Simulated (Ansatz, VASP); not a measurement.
# One calculation of C, two programs

```
C
1.0
    -1.19327    1.19327    1.19327
     1.19327   -1.19327    1.19327
     1.19327    1.19327   -1.19327
C
1
Direct
  0.00000 0.00000 0.00000
```

Alike in both runs: functional r2SCAN; k mesh 32 × 32 × 32; occupations gaussian, width 0.1 eV; no spin polarisation.

Ansatz relaxed the structure, and its values are those at the end. VASP's run is a single point on that final structure, the one shown.

|  | VASP | Ansatz |
| --- | --- | --- |
| version | VASP 6.6.1 | Ansatz 0.2.0 |
| potentials or method | VASP PAW PBE potentials, release 64 (C), cutoff 520 eV | scalar-relativistic, plane waves, PAW |
| valence electrons in the cell | 4 | 4 |

Ansatz gave:

| Quantity | Value |
| --- | --- |
| gap on the k mesh at the Fermi level (eV) | none |
| pressure (GPa) | 0.0 |

Question: What did VASP give for the same quantities?

Answer: gap on the k mesh at the Fermi level (eV): none; pressure (GPa): 0.2.

VASP's potentials were made for PBE, not for r2SCAN. A gap of «none» marks a metal or a gap that the smearing closes. With one functional, cell and mesh, what is left measures potentials, basis and numerics.
